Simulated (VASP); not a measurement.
# Ti (Im-3m) in VASP: a series of runs, part 2 of 2

VASP 6.6.1.

### 4 Single point, PBE

This run uses another cell than the first one, of 17.08 Å³/atom, 1.026 times its volume.

INCAR

```
ALGO = Fast ; EDIFF = 1E-6
ENCUT = 520 ; GGA = PE
ISIF = 2 ; ISMEAR = 0
LASPH = True ; LCHARG = False
LREAL = False ; LWAVE = False
NBANDS = 12 ; NELM = 60
PREC = Accurate ; SIGMA = 0.1
```

KPOINTS

```
k-points
0
Gamma
  18 18 18
```

POSCAR

```
Ti
1.0
   -1.6224739569      1.6224739569      1.6224739569
    1.6224739569     -1.6224739569      1.6224739569
    1.6224739569      1.6224739569     -1.6224739569
Ti
1
Direct
    0.0000000000      0.0000000000      0.0000000000
```

Potentials or basis: VASP PAW PBE potentials, release 64 (Ti_sv).

Command:

```
$ cat potpaw_PBE.64/Ti_sv/POTCAR > POTCAR
$ mpirun -np 1 vasp_std > vasp.out
```

OUTCAR:

```text
EDIFF = 1E-6
   ENCUT = 520
   GGA = PE
   ISIF = 2
   ISMEAR = 0
   LASPH = True
   LREAL = False
   NELM = 60
   PREC = Accurate

 ion  position               nearest neighbor table
   1  0.000  0.000  0.000-

  LATTYP: Found a body centered cubic cell.
 ALAT       =     3.2449479138

  Lattice vectors:

 A1 = (  -1.6224739569,   1.6224739569,   1.6224739569)
 A2 = (   1.6224739569,  -1.6224739569,   1.6224739569)
[... 540 lines left out ...]
     11      17.5615      0.00000
     12      21.4921      0.00000

 [... further k-points ...]

------------------------ aborting loop because EDIFF is reached ----------------------------------------

  FORCE on cell =-STRESS in cart. coord.  units (eV):
  Direction    XX          YY          ZZ          XY          YZ          ZX
  --------------------------------------------------------------------------------------
  -------------------------------------------------------------------------------------
  Total        0.0788489      0.0788489      0.0788489     -0.0000000      0.0000000      0.0000000
  in kB        7.3945706      7.3945706      7.3945706     -0.0000000      0.0000000      0.0000000
  external PRESSURE =       7.3945706 kB  Pullay stress =       0.0000000 kB

 VOLUME and BASIS-vectors are now :
 -----------------------------------------------------------------------------
  energy-cutoff  :      520.00
  volume of cell :       17.08
      direct lattice vectors                 reciprocal lattice vectors
    -1.622473957  1.622473957  1.622473957     0.000000000  0.308171356  0.308171356
     1.622473957 -1.622473957  1.622473957     0.308171356  0.000000000  0.308171356
     1.622473957  1.622473957 -1.622473957     0.308171356  0.308171356  0.000000000

 POSITION                                       TOTAL-FORCE (eV/Angst)
 -----------------------------------------------------------------------------------
      0.00000      0.00000      0.00000         0.000000      0.000000      0.000000
 -----------------------------------------------------------------------------------
    total drift:                                0.000000      0.000000      0.000000

  FREE ENERGIE OF THE ION-ELECTRON SYSTEM (eV)
  ---------------------------------------------------
  free  energy   TOTEN  =        -7.7302319842 eV

  energy  without entropy=       -7.7191163158  energy(sigma->0) =       -7.72467415
```

OSZICAR:

```text
N       E                     dE             d eps       ncg     rms          rms(c)
DAV:   1     0.873506711646E+02    0.87351E+02   -0.65407E+03  4700   0.120E+03
DAV:   2    -0.434499336676E+01   -0.91696E+02   -0.89242E+02  4804   0.297E+02
DAV:   3    -0.865293238596E+01   -0.43079E+01   -0.42581E+01  6464   0.655E+01
[... 12 lines left out ...]
RMM:  16    -0.773022803636E+01   -0.76670E-05   -0.54765E-05  5821   0.402E-02    0.634E-02
RMM:  17    -0.773022805085E+01   -0.14494E-07   -0.59506E-05  5564   0.593E-02    0.188E-02
RMM:  18    -0.773023024572E+01   -0.21949E-05   -0.28798E-05  5090   0.335E-02    0.127E-03
RMM:  19    -0.773023125537E+01   -0.10097E-05   -0.12266E-05  4290   0.166E-02    0.241E-03
RMM:  20    -0.773023198423E+01   -0.72886E-06   -0.82433E-06  3586   0.102E-02
   1 F= -.77302320E+01 E0= -.77246742E+01  d E =-.111157E-01
```

stdout:

```text
POSCAR found type information on POSCAR Ti
 POSCAR found :  1 types and       1 ions
 scaLAPACK will be used
 LDA part: xc-table for (Slater+PW92), standard interpolation
 POSCAR, INCAR and KPOINTS ok, starting setup
 FFT: planning ... GRIDC
 FFT: planning ... GRID_SOFT
 FFT: planning ... GRID
 WAVECAR not read
 entering main loop
WARNING in EDDRMM: call to ZHEGV failed, returncode =   8  4      7
WARNING in EDDRMM: call to ZHEGV failed, returncode =   8  4     12
WARNING in EDDRMM: call to ZHEGV failed, returncode =   6  3     11
WARNING in EDDRMM: call to ZHEGV failed, returncode =   6  3     12
```

It took 22 s on 1 thread of Intel Xeon 6975P-C (Granite Rapids), shared host; peak memory 0.16 GiB.

What came out:

| Property | Result |
| --- | --- |
| Free energy | -7.7302 eV |
| Pressure | 0.7 GPa |
| Band gap on the k mesh | zero (band 6 reaches 9.26 eV, above the bottom of band 7 at 7.66 eV) |

Levels at points of the mesh, in eV from the Fermi level:
| k point | band 3 | band 4 | band 5 | band 6 | band 7 | band 8 | band 9 | band 10 |
| --- | --- | --- | --- | --- | --- | --- | --- | --- |
| (0.00, 0.00, 0.00) | -32.34 | -32.34 | -5.99 | 1.00 | 1.00 | 1.00 | 2.79 | 2.79 |
| (0.50, 0.00, 0.00) | -32.56 | -32.34 | -2.49 | -0.41 | 1.19 | 2.79 | 3.14 | 4.35 |
| (0.50, 0.50, 0.50) | -32.82 | -32.82 | -2.16 | -2.16 | 3.99 | 3.99 | 3.99 | 8.51 |

### 5 Single point, PBE

This run uses another cell than the first one, of 17.42 Å³/atom, 1.046 times its volume.

INCAR

```
SYSTEM = Ti
ALGO = Fast
EDIFF = 1E-7
ENCUT = 520
GGA = PE
ISIF = 2
ISMEAR = 0
LASPH = .TRUE.
LCHARG = .FALSE.
LREAL = .FALSE.
LWAVE = .FALSE.
NBANDS = 12
NELM = 80
PREC = Accurate
SIGMA = 0.1
```

KPOINTS

```
k-points
0
G
  18 18 18
  0 0 0
```

POSCAR

```
Ti
1.0
   -1.6331130846      1.6331130846      1.6331130846
    1.6331130846     -1.6331130846      1.6331130846
    1.6331130846      1.6331130846     -1.6331130846
Ti
1
Direct
    0.0000000000      0.0000000000      0.0000000000
```

Potentials or basis: VASP PAW PBE potentials, release 64 (Ti_sv).

Command:

```
$ cat potpaw_PBE.64/Ti_sv/POTCAR > POTCAR
$ mpirun -np 1 vasp_std > vasp.out
```

OUTCAR:

```text
SYSTEM = Ti
   EDIFF = 1E-7
   ENCUT = 520
   GGA = PE
   ISIF = 2
   ISMEAR = 0
   LASPH = .TRUE.
   LREAL = .FALSE.
   NELM = 80
   PREC = Accurate

 ion  position               nearest neighbor table
   1  0.000  0.000  0.000-

  LATTYP: Found a body centered cubic cell.
 ALAT       =     3.2662261692

  Lattice vectors:

 A1 = (  -1.6331130846,   1.6331130846,   1.6331130846)
 A2 = (   1.6331130846,  -1.6331130846,   1.6331130846)
 A3 = (   1.6331130846,   1.6331130846,  -1.6331130846)

Analysis of symmetry for initial positions (statically):
=====================================================================
 Subroutine PRICEL returns:
 Original cell was already a primitive cell.

 Routine SETGRP: Setting up the symmetry group for a
 body centered cubic supercell.

 Subroutine GETGRP returns: Found 48 space group operations
 (whereof 48 operations were pure point group operations)
 out of a pool of 48 trial point group operations.

The static configuration has the point symmetry O_h .

Analysis of symmetry for dynamics (positions and initial velocities):
=====================================================================
 Subroutine PRICEL returns:
 Original cell was already a primitive cell.

 Routine SETGRP: Setting up the symmetry group for a
 body centered cubic supercell.

 Subroutine GETGRP returns: Found 48 space group operations
 (whereof 48 operations were pure point group operations)
 out of a pool of 48 trial point group operations.

The dynamic configuration has the point symmetry O_h .

 Subroutine INISYM returns: Found 48 space group operations
 (whereof 48 operations are pure point group operations),
 and found     1 'primitive' translations

----------------------------------------------------------------------------------------

                                     Primitive cell

  volume of cell :      17.4224

  direct lattice vectors                    reciprocal lattice vectors
    -1.633113085  1.633113085  1.633113085     0.000000000  0.306163734  0.306163734
     1.633113085 -1.633113085  1.633113085     0.306163734  0.000000000  0.306163734
     1.633113085  1.633113085 -1.633113085     0.306163734  0.306163734  0.000000000

  length of vectors
     2.828634837  2.828634837  2.828634837     0.432980905  0.432980905  0.432980905

  position of ions in fractional coordinates (direct lattice)
     0.000000000  0.000000000  0.000000000

  ion indices of the primitive-cell ions
   primitive index   ion index
                 1           1

----------------------------------------------------------------------------------------

 KPOINTS: k-points

Automatic generation of k-mesh.
 Grid dimensions read from file:
 generate k-points for:   18   18   18

 Generating k-lattice:

  Cartesian coordinates                     Fractional coordinates (reciprocal lattice)
     0.000000000  0.017009096  0.017009096     0.055555556  0.000000000  0.000000000
     0.017009096  0.000000000  0.017009096     0.000000000  0.055555556  0.000000000
     0.017009096  0.017009096  0.000000000     0.000000000  0.000000000  0.055555556

  Length of vectors
     0.024054495  0.024054495  0.024054495

  Shift w.r.t. Gamma in fractional coordinates (k-lattice)
     0.000000000  0.000000000  0.000000000

 Subroutine IBZKPT returns following result:
 ===========================================

 Found    195 irreducible k-points:

 Following reciprocal coordinates:
            Coordinates               Weight
  0.000000  0.000000  0.000000      1.000000
  0.055556  0.000000  0.000000     12.000000
  0.111111  0.000000  0.000000     12.000000
  0.166667  0.000000  0.000000     12.000000
  0.222222  0.000000  0.000000     12.000000
  0.277778  0.000000  0.000000     12.000000
[... 16 lines left out ...]
  0.333333  0.111111 -0.000000     48.000000
  0.388889  0.111111  0.000000     48.000000
 [... further k-points ...]
   k-points           NKPTS =    195   k-points in BZ     NKDIM =    195   number of bands    NBANDS=     12
   number of dos      NEDOS =    301   number of ions     NIONS =      1
   total plane-waves  NPLWV =  13824
   dimension x,y,z NGX =    24 NGY =   24 NGZ =   24
   dimension x,y,z NGXF=    48 NGYF=   48 NGZF=   48
   ions per type =               1
   NGX,Y,Z   is equivalent  to a cutoff of  14.11, 14.11, 14.11 a.u.
   NGXF,Y,Z  is equivalent  to a cutoff of  28.21, 28.21, 28.21 a.u.
 SYSTEM =  Ti
   PREC   = accura    normal or accurate (medium, high low for compatibility)
   ISTART =      0    job   : 0-new  1-cont  2-samecut
   ICHARG =      2    charge: 1-file 2-atom 10-const
   ISPIN  =      1    spin polarized calculation?
   LNONCOLLINEAR =      F non collinear calculations
   LSORBIT =      F    spin-orbit coupling
   LASPH  =      T    aspherical Exc in radial PAW
   ENCUT  =  520.0 eV  38.22 Ry    6.18 a.u.   5.26  5.26  5.26*2*pi/ulx,y,z
   NELM   =     80;   NELMIN=  2; NELMDL= -5     # of ELM steps
   EDIFF  = 0.1E-06   stopping-criterion for ELM
   LREAL  =      F    real-space projection
   EDIFFG = 0.1E-05   stopping-criterion for IOM
   NSW    =      0    number of steps for IOM
   IBRION =     -1    ionic relax: 0-MD 1-quasi-New 2-CG
   NFREE  =      0    steps in history (QN), initial steepest desc. (CG)
   ISIF   =      2    stress and relaxation
   ISYM   =      2    0-nonsym 1-usesym 2-fastsym
   POTIM  = 0.5000    time-step for ionic-motion
   TEBEG  =    0.0;   TEEND  =   0.0 temperature during run
   PSTRESS=    0.0 pullay stress
   NELECT =      12.0000    total number of electrons
   NUPDOWN=      -1.0000    fix difference up-down
   EMIN   =  10.00;   EMAX   =-10.00  energy-range for DOS
   EFERMI =   0.00;   METHOD = LEGACY
   ISMEAR =     0;   SIGMA  =   0.10  broadening in eV -4-tet -1-fermi 0-gaus
   EFERMI_NEDOS =   21; number of points for ismear=-14 and -15
   IALGO  =     68    algorithm
   IMIX   =      4    mixing-type and parameters
     AMIX     =   0.40;   BMIX     =  1.00
     AMIX_MAG =   1.60;   BMIX_MAG =  1.00
  volume/ion in A,a.u.               =      17.42       117.57
  Fermi-wavevector in a.u.,A,eV,Ry     =   1.445769  2.732108 28.439561  2.090249
  Thomas-Fermi vector in A             =   2.563914
   LORBIT       =      0    0 simple, 1 ext, 2 COOP (PROOUT), +10 PAW based schemes
   GGA     = PE    functional components
   LHFCALC =     F    Hartree Fock is set to
   AEXX    =    0.0000 exact exchange contribution
   IVDW    =     0    specifies the selected vdW correction
   LEPSILON=     F    determine dielectric tensor
   LRPA    =     F    only Hartree local field effects (RPA)
 non-spin polarized calculation
 RMM-DIIS sequential band-by-band and
 Gauss-broadening in eV      SIGMA  =   0.10
  energy-cutoff  :      520.00
  volume of cell :       17.42
 maximum number of plane-waves:       480
 NGX is ok and might be reduce to    24
   NGX = 11   NGY = 11   NGZ = 11

 number of electron      11.9999998 magnetization

 Free energy of the ion-electron system (eV)
  ---------------------------------------------------
  ext. energy  EPLUGINS =         0.00000000
  ---------------------------------------------------
  free energy    TOTEN  =        -7.72983904 eV

  energy without entropy =       -7.71861518  energy(sigma->0) =       -7.72422711

 E-fermi :   8.0548     XC(G=0): -11.4794

 val. band max:        8.0544951842   @ k =  -0.2778   0.2778   0.2222
 cond. band min:       8.0631110312   @ k =   0.3333   0.1667   0.1111
 fundamental gap:      0.0086158470
 Fermi energy:         8.0547742181

 k-point     1 :       0.0000    0.0000    0.0000
  band No.  band energies     occupation
      1     -48.4859      2.00000
      2     -24.3460      2.00000
      3     -24.3460      2.00000
      4     -24.3460      2.00000
      5       2.1071      2.00000
      6       9.0381      0.00000
      7       9.0381      0.00000
      8       9.0381      0.00000
      9      10.7878      0.00000
     10      10.7878      0.00000
     11      25.4432      0.00000
     12      25.4432      0.00000
[... 331 lines left out ...]
 k-point    24 :       0.3889    0.1111    0.0000
  band No.  band energies     occupation
      1     -48.3564      2.00000
      2     -24.9681      2.00000
      3     -24.5730      2.00000
      4     -24.3783      2.00000
      5       5.8268      2.00000
      6       7.7080      2.00000
      7       8.5689      0.00000
      8      10.7076      0.00000
      9      11.2477      0.00000
     10      12.6248      0.00000
     11      17.1404      0.00000
     12      21.1175      0.00000

 [... further k-points ...]

------------------------ aborting loop because EDIFF is reached ----------------------------------------

  FORCE on cell =-STRESS in cart. coord.  units (eV):
  Direction    XX          YY          ZZ          XY          YZ          ZX
  --------------------------------------------------------------------------------------
  -------------------------------------------------------------------------------------
  Total       -0.1385205     -0.1385205     -0.1385205     -0.0000000      0.0000000     -0.0000000
  in kB      -12.7384276    -12.7384276    -12.7384276     -0.0000000      0.0000000     -0.0000000
  external PRESSURE =     -12.7384276 kB  Pullay stress =       0.0000000 kB

 VOLUME and BASIS-vectors are now :
 -----------------------------------------------------------------------------
  energy-cutoff  :      520.00
  volume of cell :       17.42
      direct lattice vectors                 reciprocal lattice vectors
    -1.633113085  1.633113085  1.633113085     0.000000000  0.306163734  0.306163734
     1.633113085 -1.633113085  1.633113085     0.306163734  0.000000000  0.306163734
     1.633113085  1.633113085 -1.633113085     0.306163734  0.306163734  0.000000000

 POSITION                                       TOTAL-FORCE (eV/Angst)
 -----------------------------------------------------------------------------------
      0.00000      0.00000      0.00000         0.000000     -0.000000      0.000000
 -----------------------------------------------------------------------------------
    total drift:                                0.000000      0.000000      0.000000

  FREE ENERGIE OF THE ION-ELECTRON SYSTEM (eV)
  ---------------------------------------------------
  free  energy   TOTEN  =        -7.7298390374 eV

  energy  without entropy=       -7.7186151849  energy(sigma->0) =       -7.72422711
```

OSZICAR:

```text
N       E                     dE             d eps       ncg     rms          rms(c)
DAV:   1     0.868602643407E+02    0.86860E+02   -0.65768E+03  4696   0.120E+03
DAV:   2    -0.441403617196E+01   -0.91274E+02   -0.88839E+02  4796   0.298E+02
DAV:   3    -0.868495764768E+01   -0.42709E+01   -0.42260E+01  6524   0.654E+01
[... 17 lines left out ...]
RMM:  21    -0.772983843063E+01   -0.43836E-06   -0.43051E-06  4073   0.597E-03    0.172E-03
RMM:  22    -0.772983864435E+01   -0.21371E-06   -0.22915E-06  4281   0.518E-03    0.112E-03
RMM:  23    -0.772983883549E+01   -0.19114E-06   -0.19444E-06  3734   0.403E-03    0.768E-04
RMM:  24    -0.772983895585E+01   -0.12036E-06   -0.10788E-06  3215   0.318E-03    0.755E-04
RMM:  25    -0.772983903741E+01   -0.81561E-07   -0.95773E-07  3837   0.310E-03
   1 F= -.77298390E+01 E0= -.77242271E+01  d E =-.112239E-01
```

stdout:

```text
POSCAR found type information on POSCAR Ti
 POSCAR found :  1 types and       1 ions
 scaLAPACK will be used
 LDA part: xc-table for (Slater+PW92), standard interpolation
 POSCAR, INCAR and KPOINTS ok, starting setup
 FFT: planning ... GRIDC
 FFT: planning ... GRID_SOFT
 FFT: planning ... GRID
 WAVECAR not read
 entering main loop
WARNING in EDDRMM: call to ZHEGV failed, returncode =   8  4      9
WARNING in EDDRMM: call to ZHEGV failed, returncode =   6  3      5
WARNING in EDDRMM: call to ZHEGV failed, returncode =   6  3      9
WARNING in EDDRMM: call to ZHEGV failed, returncode =   6  3      7
WARNING in EDDRMM: call to ZHEGV failed, returncode =   6  3     12
WARNING in EDDRMM: call to ZHEGV failed, returncode =   6  3      7
WARNING in EDDRMM: call to ZHEGV failed, returncode =   8  4      5
WARNING in EDDRMM: call to ZHEGV failed, returncode =   8  4      6
WARNING in EDDRMM: call to ZHEGV failed, returncode =   6  3      8
WARNING in EDDRMM: call to ZHEGV failed, returncode =   8  4      4
```

Wall time 26 s (1 thread of Intel Xeon 6975P-C (Granite Rapids), shared host); peak memory 0.16 GiB.

What came out:

```
Free energy            : -7.7298 eV
Pressure               : -1.3 GPa
Band gap on the k mesh : zero (band 6 reaches 9.04 eV, above the bottom of band 7 at 7.46 eV)
```

Levels at points of the mesh, in eV from the Fermi level:
```
           k point  band 3  band 4  band 5  band 6  band 7  band 8  band 9  band 10
(0.00, 0.00, 0.00)  -32.40  -32.40   -5.95    0.98    0.98    0.98    2.73     2.73
(0.50, 0.00, 0.00)  -32.61  -32.41   -2.44   -0.39    1.13    2.72    3.07     4.25
(0.50, 0.50, 0.50)  -32.86  -32.86   -2.09   -2.09    3.90    3.90    3.90     8.35
```

### 6 Overview

```csv
cell,k mesh,gap on the mesh (eV),pressure (GPa)
"a = 2.786 Å, angles 109.5°, 1 atom",18 × 18 × 18,none,3.7
"a = 2.555 Å, angles 109.5°, 1 atom",20 × 20 × 20,none,49.1
"a = 2.810 Å, angles 109.5°, 1 atom",18 × 18 × 18,none,0.7
"a = 2.829 Å, angles 109.5°, 1 atom",18 × 18 × 18,none,-1.3
```

Alike in all rows: task single point; level PBE; potentials or basis VASP PAW PBE potentials, release 64 (Ti_sv); no spin polarisation; cutoff (eV) 520; smearing gaussian 0.1 eV.

Absolute energies hang on the potentials; compare differences alone.
